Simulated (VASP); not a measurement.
A run of VASP 6.6.1 is set up as follows.

The input INCAR:

```
ALGO     = Normal         # electronic algorithm
EDIFF    = 1E-8           # SCF threshold, eV
ENCUT    = 520            # plane-wave cutoff, eV
IBRION   = 8              # ionic algorithm
ISIF     = 2              # what is computed and relaxed
ISMEAR   = 0              # smearing method
LASPH    = True           # aspherical terms in the spheres
LCHARG   = True           # write CHGCAR
LEPSILON = True           # dielectric tensor by DFPT
LREAL    = False          # projectors in reciprocal space
LWAVE    = False          # write WAVECAR
NELM     = 80             # most SCF steps
NSW      = 1              # ionic steps
PREC     = Accurate       # precision mode
SIGMA    = 0.01           # smearing width, eV
```

KPOINTS

```
k-points
0
Gamma
  12 12 12
```

The input POSCAR:

```
SiC
1.0
    0.0000000000      2.1499625498      2.1499625498
    2.1499625498      0.0000000000      2.1499625498
    2.1499625498      2.1499625498      0.0000000000
Si C
1 1
Direct
    0.0000000000      0.0000000000      0.0000000000
    0.7500000000      0.7500000000      0.7500000000
```

Potentials or basis: VASP PAW LDA potentials, release 64 (Si, C).

The run is started by

```console
$ cat potpaw_LDA.64/Si/POTCAR potpaw_LDA.64/C/POTCAR > POTCAR
$ mpirun -np 1 vasp_std > vasp.out
```

(1) What does it give for the electronic dielectric tensor (diagonal)?

(2) Predict the Born charges (mean of the diagonal).

(3) Predict the highest phonon frequency at Γ, LO-TO splitting left out.

Results:

(1) 6.89.

(2) Si +2.73; C -2.73 e.

(3) 816 cm⁻¹.

Caveat: the cell differs from its parent crystal (phonons at volume x 0.98); the cell wasn't relaxed at this level first, which shifts response properties.
